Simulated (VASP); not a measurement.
Runs of VASP 6.6.1 on HfN. The structure is that of space group P6_3/mmc (No. 194), or close to it. The cells are those of the table. 

```tsv
task	cell	cutoff (eV)	gap on the mesh (eV)	pressure (GPa)
relaxation of shape and atoms at fixed volume	relaxed from a = 3.103, b = 3.103, c = 5.576 Å, angles 90.0, 90.0, 120.0°, 4 atoms	600	none	3.4
single point	a = 3.147, b = 3.147, c = 5.642 Å, angles 90.0, 90.0, 120.0°, 4 atoms	520	none	(a)
single point	a = 3.077, b = 3.077, c = 5.556 Å, angles 90.0, 90.0, 120.0°, 4 atoms	520	none	9.4
single point	a = 3.101, b = 3.101, c = 5.585 Å, angles 90.0, 90.0, 120.0°, 4 atoms	520	none	3.4
```

Alike in all rows: level PBEsol; potentials or basis VASP PAW PBE potentials, release 64 (Hf_pv, N); no spin polarisation; k mesh 10 × 10 × 8; smearing gaussian 0.05 eV.

Question: Fill in the values left out.

Answer: (a) -6.8.

Caveats: the PAW data sets were made with another functional, which shifts forces and pressure a little; spin-orbit coupling is left out, which moves the levels of the heavy elements; the cell stands under pressure (at least some runs); the cell stands under tension (at least some runs).

A k mesh can miss the band edges, and the runs leave out spin-orbit coupling on Hf.

A gap of «none» marks levels without a gap at the run's occupations.
